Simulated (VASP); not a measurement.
# Te2Mo in VASP: notebook

The runs below take Te2Mo through single point, with LDA.

All numbers are computed with VASP 6.6.1; they aren't measurements. Logs are shortened: lines on timing, memory, paths and dates and some standing lists are left out, and cuts for length are marked.

### 1 The cell of the first run

The cell holds a slab with vacuum, 6 atoms: a = 6.362 Å, b = 3.480 Å, c = 36.176 Å, α = 90.00°, β = 90.14°, γ = 90.00°.

### 2 Single point, LDA

INCAR reads:

```
PREC = Accurate
ENCUT = 520
EDIFF = 1E-6
ISMEAR = 0
SIGMA = 0.1
LREAL = False
LASPH = True
NELM = 80
ALGO = Normal
ISIF = 2
LWAVE = False
LCHARG = True
LELF = True
LVHAR = True
NBANDS = 35
```

KPOINTS reads:

```
Automatic mesh
0
Gamma
  6 10 1
```

POSCAR reads:

```
Te2Mo
1.0
    6.3616090156      0.0000000000      0.0000000000
    0.0000000000      3.4804030600      0.0000000000
   -0.0857412231      0.0000000000     36.1758904685
Te Mo
4 2
Direct
    0.0791521300      0.7500000000      0.4434726800
    0.9208478700      0.2500000000      0.5565273200
    0.5707489000      0.2500000000      0.4592964200
    0.4292511000      0.7500000000      0.5407035800
    0.8186524400      0.7500000000      0.5025346300
    0.1813475600      0.2500000000      0.4974653700
```

Potentials or basis: VASP PAW LDA potentials, release 64 (Te, Mo_sv).

On the command line:

```
$ cat potpaw_LDA.64/Te/POTCAR potpaw_LDA.64/Mo_sv/POTCAR > POTCAR
$ mpirun -np 1 vasp_std > vasp.out
```

OUTCAR:

```text
PREC = Accurate
   ENCUT = 520
   EDIFF = 1E-6
   ISMEAR = 0
   LREAL = False
   LASPH = True
   NELM = 80
   ISIF = 2

 ion  position               nearest neighbor table
   1  0.079  0.750  0.443-   6 2.69   6 2.69   5 2.71   3 3.62   3 3.62
   2  0.921  0.250  0.557-   5 2.69   5 2.69   6 2.71   4 3.62   4 3.62
   3  0.571  0.250  0.459-   5 2.82   5 2.82   6 2.84   4 3.54   4 3.54   1 3.62   1 3.62
   4  0.429  0.750  0.541-   6 2.82   6 2.82   5 2.84   3 3.54   3 3.54   2 3.62   2 3.62
   5  0.819  0.750  0.503-   2 2.69   2 2.69   1 2.71   3 2.82   3 2.82   4 2.84   6 2.90   6 2.90

   6  0.181  0.250  0.497-   1 2.69   1 2.69   2 2.71   4 2.82   4 2.82   3 2.84   5 2.90   5 2.90

  LATTYP: Found a simple monoclinic cell.
 ALAT       =     6.3616090156
 B/A-ratio  =     0.5470947761
 C/A-ratio  =     5.6866104138
 COS(beta)  =    -0.0023701139

  Lattice vectors:

 A1 = (   6.3616090156,   0.0000000000,   0.0000000000)
 A2 = (   0.0000000000,   3.4804030600,   0.0000000000)
 A3 = (  -0.0857412231,   0.0000000000,  36.1758904685)

Analysis of symmetry for initial positions (statically):
=====================================================================
 Subroutine PRICEL returns:
 Original cell was already a primitive cell.

 Routine SETGRP: Setting up the symmetry group for a
 simple monoclinic supercell.

 Subroutine GETGRP returns: Found  4 space group operations
 (whereof  2 operations were pure point group operations)
 out of a pool of  4 trial point group operations.

The static configuration has the point symmetry S_2 .
 The point group associated with its full space group is C_2h.

Analysis of symmetry for dynamics (positions and initial velocities):
=====================================================================
 Subroutine PRICEL returns:
 Original cell was already a primitive cell.

 Routine SETGRP: Setting up the symmetry group for a
 simple monoclinic supercell.

 Subroutine GETGRP returns: Found  4 space group operations
 (whereof  2 operations were pure point group operations)
 out of a pool of  4 trial point group operations.

The dynamic configuration has the point symmetry S_2 .
 The point group associated with its full space group is C_2h.

 Subroutine INISYM returns: Found  4 space group operations
 (whereof  2 operations are pure point group operations),
 and found     1 'primitive' translations

----------------------------------------------------------------------------------------

                                     Primitive cell

  volume of cell :     800.9691

  direct lattice vectors                    reciprocal lattice vectors
     6.361609016  0.000000000  0.000000000     0.157192936  0.000000000  0.000372566
     0.000000000  3.480403060  0.000000000     0.000000000  0.287323044  0.000000000
    -0.085741223  0.000000000 36.175890469     0.000000000  0.000000000  0.027642720

  length of vectors
     6.361609016  3.480403060 36.175992077     0.157193378  0.287323044  0.027642720

  position of ions in fractional coordinates (direct lattice)
     0.079152130  0.750000000  0.443472680
     0.920847870  0.250000000  0.556527320
     0.570748900  0.250000000  0.459296420
     0.429251100  0.750000000  0.540703580
     0.818652440  0.750000000  0.502534630
     0.181347560  0.250000000  0.497465370

  ion indices of the primitive-cell ions
   primitive index   ion index
                 1           1
                 2           2
                 3           3
                 4           4
                 5           5
                 6           6

----------------------------------------------------------------------------------------

 KPOINTS: Automatic mesh

Automatic generation of k-mesh.
 Grid dimensions read from file:
 generate k-points for:    6   10    1

 Generating k-lattice:

  Cartesian coordinates                     Fractional coordinates (reciprocal lattice)
     0.026198823  0.000000000  0.000062094     0.166666667  0.000000000 -0.000000000
     0.000000000  0.028732304  0.000000000     0.000000000  0.100000000  0.000000000
     0.000000000  0.000000000  0.027642720     0.000000000  0.000000000  1.000000000

  Length of vectors
     0.026198896  0.028732304  0.027642720

  Shift w.r.t. Gamma in fractional coordinates (k-lattice)
     0.000000000  0.000000000  0.000000000

 Subroutine IBZKPT returns following result:
 ===========================================

 Found     24 irreducible k-points:

 Following reciprocal coordinates:
            Coordinates               Weight
  0.000000  0.000000  0.000000      1.000000
  0.166667  0.000000  0.000000      2.000000
  0.333333  0.000000  0.000000      2.000000
  0.500000  0.000000  0.000000      1.000000
  0.000000  0.100000  0.000000      2.000000
  0.166667  0.100000  0.000000      4.000000
[... 16 lines left out ...]
  0.333333  0.500000  0.000000      2.000000
  0.500000  0.500000  0.000000      1.000000
   k-points           NKPTS =     24   k-points in BZ     NKDIM =     24   number of bands    NBANDS=     35
   number of dos      NEDOS =    301   number of ions     NIONS =      6
   total plane-waves  NPLWV = 362880
   dimension x,y,z NGX =    48 NGY =   28 NGZ =  270
   dimension x,y,z NGXF=    96 NGYF=   56 NGZF=  540
   ions per type =               4   2
   NGX,Y,Z   is equivalent  to a cutoff of  12.54, 13.37, 12.41 a.u.
   NGXF,Y,Z  is equivalent  to a cutoff of  25.09, 26.75, 24.82 a.u.
 SYSTEM =  unknown system
   PREC   = accura    normal or accurate (medium, high low for compatibility)
   ISTART =      0    job   : 0-new  1-cont  2-samecut
   ICHARG =      2    charge: 1-file 2-atom 10-const
   ISPIN  =      1    spin polarized calculation?
   LNONCOLLINEAR =      F non collinear calculations
   LSORBIT =      F    spin-orbit coupling
   LASPH  =      T    aspherical Exc in radial PAW
   ENCUT  =  520.0 eV  38.22 Ry    6.18 a.u.  11.83  6.47 67.26*2*pi/ulx,y,z
   NELM   =     80;   NELMIN=  2; NELMDL= -5     # of ELM steps
   EDIFF  = 0.1E-05   stopping-criterion for ELM
   LREAL  =      F    real-space projection
   EDIFFG = 0.1E-04   stopping-criterion for IOM
   NSW    =      0    number of steps for IOM
   IBRION =     -1    ionic relax: 0-MD 1-quasi-New 2-CG
   NFREE  =      0    steps in history (QN), initial steepest desc. (CG)
   ISIF   =      2    stress and relaxation
   ISYM   =      2    0-nonsym 1-usesym 2-fastsym
   POTIM  = 0.5000    time-step for ionic-motion
   TEBEG  =    0.0;   TEEND  =   0.0 temperature during run
   PSTRESS=    0.0 pullay stress
   NELECT =      52.0000    total number of electrons
   NUPDOWN=      -1.0000    fix difference up-down
   EMIN   =  10.00;   EMAX   =-10.00  energy-range for DOS
   EFERMI =   0.00;   METHOD = LEGACY
   ISMEAR =     0;   SIGMA  =   0.10  broadening in eV -4-tet -1-fermi 0-gaus
   EFERMI_NEDOS =   21; number of points for ismear=-14 and -15
   IALGO  =     38    algorithm
   IMIX   =      4    mixing-type and parameters
     AMIX     =   0.40;   BMIX     =  1.00
     AMIX_MAG =   1.60;   BMIX_MAG =  1.00
  volume/ion in A,a.u.               =     133.49       900.87
  Fermi-wavevector in a.u.,A,eV,Ry     =   0.657967  1.243377  5.890240  0.432920
  Thomas-Fermi vector in A             =   1.729641
   LORBIT       =      0    0 simple, 1 ext, 2 COOP (PROOUT), +10 PAW based schemes
   GGA     = CA    functional components
   LHFCALC =     F    Hartree Fock is set to
   AEXX    =    0.0000 exact exchange contribution
   IVDW    =     0    specifies the selected vdW correction
   LEPSILON=     F    determine dielectric tensor
   LRPA    =     F    only Hartree local field effects (RPA)
 non-spin polarized calculation
 Gauss-broadening in eV      SIGMA  =   0.10
  energy-cutoff  :      520.00
  volume of cell :      800.97
 maximum number of plane-waves:     21707
 NGX is ok and might be reduce to    48
   NGX = 23   NGY = 13   NGZ =135

 number of electron      51.9999996 magnetization

 Free energy of the ion-electron system (eV)
  ---------------------------------------------------
  ext. energy  EPLUGINS =         0.00000000
  ---------------------------------------------------
  free energy    TOTEN  =       -40.72957271 eV

  energy without entropy =      -40.72191054  energy(sigma->0) =      -40.72574163

 E-fermi :  -2.4104     XC(G=0):  -2.3565

 val. band max:       -2.4174056263   @ k =   0.0000   0.1000   0.0000
 cond. band min:      -2.3828907290   @ k =   0.0000   0.1000   0.0000
 fundamental gap:      0.0345148973
 Fermi energy:        -2.4103788759

 k-point     1 :       0.0000    0.0000    0.0000
  band No.  band energies     occupation
      1     -63.1063      2.00000
      2     -63.0473      2.00000
      3     -37.5428      2.00000
      4     -37.4841      2.00000
      5     -37.4295      2.00000
      6     -37.3188      2.00000
[... 27 lines left out ...]
     34       0.9573      0.00000
     35       1.6144      0.00000

 k-point     2 :       0.1667    0.0000    0.0000
  band No.  band energies     occupation
      1     -63.1063      2.00000
      2     -63.0473      2.00000
      3     -37.5410      2.00000
      4     -37.4839      2.00000
      5     -37.4296      2.00000
      6     -37.3190      2.00000
[... 27 lines left out ...]
     34       1.0668      0.00000
     35       1.6925      0.00000

 k-point     3 :       0.3333    0.0000    0.0000
  band No.  band energies     occupation
      1     -63.1061      2.00000
      2     -63.0475      2.00000
      3     -37.5372      2.00000
      4     -37.4835      2.00000
      5     -37.4298      2.00000
      6     -37.3194      2.00000
[... 27 lines left out ...]
     34       1.1826      0.00000
     35       1.9227      0.00000

 k-point     4 :       0.5000    0.0000    0.0000
  band No.  band energies     occupation
      1     -63.1061      2.00000
      2     -63.0475      2.00000
      3     -37.5353      2.00000
      4     -37.4833      2.00000
      5     -37.4300      2.00000
      6     -37.3196      2.00000
[... 27 lines left out ...]
     34       1.2253      0.00000
     35       2.1469      0.00000

 k-point     5 :       0.0000    0.1000    0.0000
  band No.  band energies     occupation
      1     -63.1043      2.00000
      2     -63.0482      2.00000
      3     -37.5434      2.00000
      4     -37.4975      2.00000
      5     -37.4248      2.00000
      6     -37.3306      2.00000
[... 638 lines left out ...]
 k-point    22 :       0.1667    0.5000    0.0000
  band No.  band energies     occupation
      1     -63.0710      2.00000
      2     -63.0710      2.00000
      3     -37.5944      2.00000
      4     -37.5944      2.00000
      5     -37.3805      2.00000
      6     -37.3805      2.00000
[... 27 lines left out ...]
     34       1.1125      0.00000
     35       2.7214      0.00000

 k-point    23 :       0.3333    0.5000    0.0000
  band No.  band energies     occupation
      1     -63.0710      2.00000
      2     -63.0710      2.00000
      3     -37.5960      2.00000
      4     -37.5960      2.00000
      5     -37.3801      2.00000
      6     -37.3801      2.00000
[... 27 lines left out ...]
     34       1.0059      0.00000
     35       2.3570      0.00000

 k-point    24 :       0.5000    0.5000    0.0000
  band No.  band energies     occupation
      1     -63.0710      2.00000
      2     -63.0710      2.00000
      3     -37.5969      2.00000
      4     -37.5969      2.00000
      5     -37.3799      2.00000
      6     -37.3799      2.00000
[... 27 lines left out ...]
     34       0.9903      0.00000
     35       2.0431      0.00000

------------------------ aborting loop because EDIFF is reached ----------------------------------------

  FORCE on cell =-STRESS in cart. coord.  units (eV):
  Direction    XX          YY          ZZ          XY          YZ          ZX
  --------------------------------------------------------------------------------------
  -------------------------------------------------------------------------------------
  Total       -4.8208067     -5.0440583     -2.8032476      0.0000000      0.0000000      0.1012198
  in kB       -9.6430530    -10.0896229     -5.6073323      0.0000000      0.0000000      0.2024699
  external PRESSURE =      -8.4466694 kB  Pullay stress =       0.0000000 kB

 VOLUME and BASIS-vectors are now :
 -----------------------------------------------------------------------------
  energy-cutoff  :      520.00
  volume of cell :      800.97
      direct lattice vectors                 reciprocal lattice vectors
     6.361609016  0.000000000  0.000000000     0.157192936  0.000000000  0.000372566
     0.000000000  3.480403060  0.000000000     0.000000000  0.287323044  0.000000000
    -0.085741223  0.000000000 36.175890469     0.000000000  0.000000000  0.027642720

 POSITION                                       TOTAL-FORCE (eV/Angst)
 -----------------------------------------------------------------------------------
      0.46551      2.61030     16.04302        -0.006032      0.000000      0.428336
      5.81036      0.87010     20.13287         0.006032      0.000000     -0.428336
      3.59150      0.87010     16.61546        -0.019931      0.000000      0.353378
      2.68437      2.61030     19.56043         0.019931      0.000000     -0.353378
      5.16486      2.61030     18.17964         0.096542      0.000000      0.076321
      1.11101      0.87010     17.99625        -0.096542      0.000000     -0.076321
 -----------------------------------------------------------------------------------
    total drift:                                0.000000     -0.000000     -0.000000

  FREE ENERGIE OF THE ION-ELECTRON SYSTEM (eV)
  ---------------------------------------------------
  free  energy   TOTEN  =       -40.7295727139 eV

  energy  without entropy=      -40.7219105441  energy(sigma->0) =      -40.72574163
```

Run time: 13 min. Hardware: 1 thread of AMD EPYC 9R45 (Zen 5), shared host; peak memory 0.88 GiB.

What came out:

| Item | Value |
| --- | --- |
| Free energy | -40.7296 eV |
| Largest force | 0.428 eV/Å |
| Band gap on the k mesh | zero (band 26 reaches -2.27 eV, above the bottom of band 27 at -2.44 eV) |

Forces in eV/Å, atoms in the order of the input:
```
Te  -0.006  0.000  0.428
Te   0.006  0.000 -0.428
Te  -0.020  0.000  0.353
Te   0.020  0.000 -0.353
Mo   0.097  0.000  0.076
Mo  -0.097  0.000 -0.076
```

Caveat: spin-orbit coupling is left out, which moves the levels of the heavy elements.

### 3 Single point, LDA

INCAR reads:

```
SYSTEM = Te2Mo
PREC = Accurate
ENCUT = 520
EDIFF = 1E-6
ISMEAR = 0
SIGMA = 0.1
LREAL = .FALSE.
LASPH = .TRUE.
NELM = 100
ALGO = Normal
ISIF = 2
LWAVE = .FALSE.
LCHARG = .FALSE.
GGA = CA
NBANDS = 35
```

KPOINTS reads:

```
regular mesh
0
G
  6 10 1
  0 0 0
```

POSCAR is that of step 2.

Potentials or basis: VASP PAW LDA potentials, release 64 (Te, Mo_sv).

On the command line:

```
$ cat potpaw_LDA.64/Te/POTCAR potpaw_LDA.64/Mo_sv/POTCAR > POTCAR
$ mpirun -np 1 vasp_std > vasp.out
```

OUTCAR:

```text
SYSTEM = Te2Mo
   PREC = Accurate
   ENCUT = 520
   EDIFF = 1E-6
   ISMEAR = 0
   LREAL = .FALSE.
   LASPH = .TRUE.
   NELM = 100
   ISIF = 2
   GGA = CA

 ion  position               nearest neighbor table
   1  0.079  0.750  0.443-   6 2.69   6 2.69   5 2.71   3 3.62   3 3.62
   2  0.921  0.250  0.557-   5 2.69   5 2.69   6 2.71   4 3.62   4 3.62
   3  0.571  0.250  0.459-   5 2.82   5 2.82   6 2.84   4 3.54   4 3.54   1 3.62   1 3.62
   4  0.429  0.750  0.541-   6 2.82   6 2.82   5 2.84   3 3.54   3 3.54   2 3.62   2 3.62
   5  0.819  0.750  0.503-   2 2.69   2 2.69   1 2.71   3 2.82   3 2.82   4 2.84   6 2.90   6 2.90

   6  0.181  0.250  0.497-   1 2.69   1 2.69   2 2.71   4 2.82   4 2.82   3 2.84   5 2.90   5 2.90

  LATTYP: Found a simple monoclinic cell.
 ALAT       =     6.3616090156
 B/A-ratio  =     0.5470947761
 C/A-ratio  =     5.6866104138
 COS(beta)  =    -0.0023701139

  Lattice vectors:

 A1 = (   6.3616090156,   0.0000000000,   0.0000000000)
 A2 = (   0.0000000000,   3.4804030600,   0.0000000000)
 A3 = (  -0.0857412231,   0.0000000000,  36.1758904685)

[... 184 lines left out ...]
 E-fermi :  -2.4104     XC(G=0):  -2.3565

 val. band max:       -2.4174056263   @ k =   0.0000   0.1000   0.0000
 cond. band min:      -2.3828907290   @ k =   0.0000   0.1000   0.0000
 fundamental gap:      0.0345148973
 Fermi energy:        -2.4103788759

 k-point     1 :       0.0000    0.0000    0.0000
  band No.  band energies     occupation
      1     -63.1063      2.00000
      2     -63.0473      2.00000
      3     -37.5428      2.00000
      4     -37.4841      2.00000
      5     -37.4295      2.00000
      6     -37.3188      2.00000
[... 901 lines left out ...]
     34       0.9903      0.00000
     35       2.0431      0.00000

------------------------ aborting loop because EDIFF is reached ----------------------------------------

  FORCE on cell =-STRESS in cart. coord.  units (eV):
  Direction    XX          YY          ZZ          XY          YZ          ZX
  --------------------------------------------------------------------------------------
  -------------------------------------------------------------------------------------
  Total       -4.8208067     -5.0440583     -2.8032476      0.0000000      0.0000000      0.1012198
  in kB       -9.6430530    -10.0896229     -5.6073323      0.0000000      0.0000000      0.2024699
  external PRESSURE =      -8.4466694 kB  Pullay stress =       0.0000000 kB

 VOLUME and BASIS-vectors are now :
 -----------------------------------------------------------------------------
  energy-cutoff  :      520.00
  volume of cell :      800.97
      direct lattice vectors                 reciprocal lattice vectors
     6.361609016  0.000000000  0.000000000     0.157192936  0.000000000  0.000372566
     0.000000000  3.480403060  0.000000000     0.000000000  0.287323044  0.000000000
    -0.085741223  0.000000000 36.175890469     0.000000000  0.000000000  0.027642720

 POSITION                                       TOTAL-FORCE (eV/Angst)
 -----------------------------------------------------------------------------------
      0.46551      2.61030     16.04302        -0.006032      0.000000      0.428336
      5.81036      0.87010     20.13287         0.006032      0.000000     -0.428336
      3.59150      0.87010     16.61546        -0.019931      0.000000      0.353378
      2.68437      2.61030     19.56043         0.019931      0.000000     -0.353378
      5.16486      2.61030     18.17964         0.096542      0.000000      0.076321
      1.11101      0.87010     17.99625        -0.096542      0.000000     -0.076321
 -----------------------------------------------------------------------------------
    total drift:                                0.000000     -0.000000     -0.000000

  FREE ENERGIE OF THE ION-ELECTRON SYSTEM (eV)
  ---------------------------------------------------
  free  energy   TOTEN  =       -40.7295727139 eV

  energy  without entropy=      -40.7219105441  energy(sigma->0) =      -40.72574163
```

OSZICAR:

```text
N       E                     dE             d eps       ncg     rms          rms(c)
DAV:   1     0.413831832238E+03    0.41383E+03   -0.21621E+04  2128   0.105E+03
DAV:   2    -0.159624355444E+01   -0.41543E+03   -0.40575E+03  2443   0.233E+02
DAV:   3    -0.409827285356E+02   -0.39386E+02   -0.38874E+02  2213   0.687E+01
[... 17 lines left out ...]
DAV:  21    -0.407295560103E+02   -0.27263E-04   -0.68965E-07  1369   0.257E-03    0.159E-03
DAV:  22    -0.407295654560E+02   -0.94457E-05   -0.32270E-07  1348   0.175E-03    0.103E-03
DAV:  23    -0.407295692460E+02   -0.37899E-05   -0.50427E-08  1132   0.625E-04    0.733E-04
DAV:  24    -0.407295719858E+02   -0.27398E-05   -0.47661E-08  1187   0.479E-04    0.321E-04
DAV:  25    -0.407295727139E+02   -0.72813E-06   -0.23169E-09  1044   0.312E-04
   1 F= -.40729573E+02 E0= -.40725742E+02  d E =-.766217E-02
```

stdout:

```text
POSCAR found type information on POSCAR TeMo
 POSCAR found :  2 types and       6 ions
 scaLAPACK will be used
 LDA part: xc-table for (Slater(with rela. corr.)+CA(PZ))
 , standard interpolation
 POSCAR, INCAR and KPOINTS ok, starting setup
 FFT: planning ... GRIDC
 FFT: planning ... GRID_SOFT
 FFT: planning ... GRID
 WAVECAR not read
 entering main loop
```

Wall time 11 min (1 thread of AMD EPYC 9R45 (Zen 5), shared host); peak memory 0.88 GiB.

What came out:

```
Free energy            : -40.7296 eV
Largest force          : 0.428 eV/Å
Band gap on the k mesh : zero (band 26 reaches -2.27 eV, above the bottom of band 27 at -2.44 eV)
```

Forces on the atoms (eV/Å):
```
Te  -0.006  0.000  0.428
Te   0.006  0.000 -0.428
Te  -0.020  0.000  0.353
Te   0.020  0.000 -0.353
Mo   0.097  0.000  0.076
Mo  -0.097  0.000 -0.076
```

Caveat: spin-orbit coupling is left out, which moves the levels of the heavy elements.
